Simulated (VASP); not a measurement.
Input of a VASP 6.6.1 run:

File INCAR:

```
  PREC = Accurate
  ENCUT = 520
  EDIFF = 1E-6
  ISMEAR = 0
  SIGMA = 0.02
  LREAL = False
  LASPH = True
  NELM = 100
  ALGO = Normal
  ISIF = 2
  LWAVE = False
  LCHARG = False
  GGA = PE
  NBANDS = 30
```

Contents of KPOINTS:

```
Automatic mesh
0
Gamma
  6 6 6
```

POSCAR

```
CsSnI3
1.0
    6.2831691289      0.0000000000      0.0000000000
    0.0000000000      6.2831691289      0.0000000000
    0.0000000000      0.0000000000      6.2831691289
Cs Sn I
1 1 3
Direct
    0.0000000000      0.0000000000      0.0000000000
    0.5000000000      0.5000000000      0.5000000000
    0.0000000000      0.5000000000      0.5000000000
    0.5000000000      0.0000000000      0.5000000000
    0.5000000000      0.5000000000      0.0000000000
```

Potentials or basis: VASP PAW PBE potentials, release 64 (Cs_sv, Sn_d, I).

Run with:

```sh
$ cat potpaw_PBE.64/Cs_sv/POTCAR potpaw_PBE.64/Sn_d/POTCAR potpaw_PBE.64/I/POTCAR > POTCAR
$ mpirun -np 1 vasp_std > vasp.out
```

Q: What does it give for the band gap on the k mesh?

A: 0.47 eV, direct.

Q: Predict the pressure.

A: 0.0 GPa.

Caveat: spin-orbit coupling is left out, which moves the levels of the heavy elements. A k mesh can miss the band edges.
